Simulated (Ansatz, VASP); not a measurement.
# Si in VASP and in Ansatz

```
CELL_PARAMETERS angstrom
0.00000 2.37218 3.55827
2.37218 0.00000 3.55827
2.37218 2.37218 0.00000
ATOMIC_POSITIONS crystal
Si 0.50000 0.50000 0.50000
Si 0.75000 0.75000 0.75000
```

Alike in both runs: task single point; functional PBE; k mesh 10 × 10 × 10; occupations gaussian, width 0.05 eV; no spin polarisation.

|  | VASP | Ansatz |
| --- | --- | --- |
| version | VASP 6.6.1 | Ansatz 0.2.0 |
| potentials or method | VASP PAW PBE potentials, release 64 (Si), cutoff 520 eV | scalar-relativistic, plane waves, PAW |
| valence electrons in the cell | 8 | 8 |

|  | VASP | Ansatz | Ansatz less VASP |
| --- | --- | --- | --- |
| gap on the k mesh at the Fermi level (eV) | none | none | - |
| pressure (GPa) | -3.2 | -3.1 | +0.05 |
| traceless stress, the component that is largest in VASP (GPa) | -11.06 | -11.01 | +0.054 |

A gap of «none» marks a metal or a gap that the smearing closes.
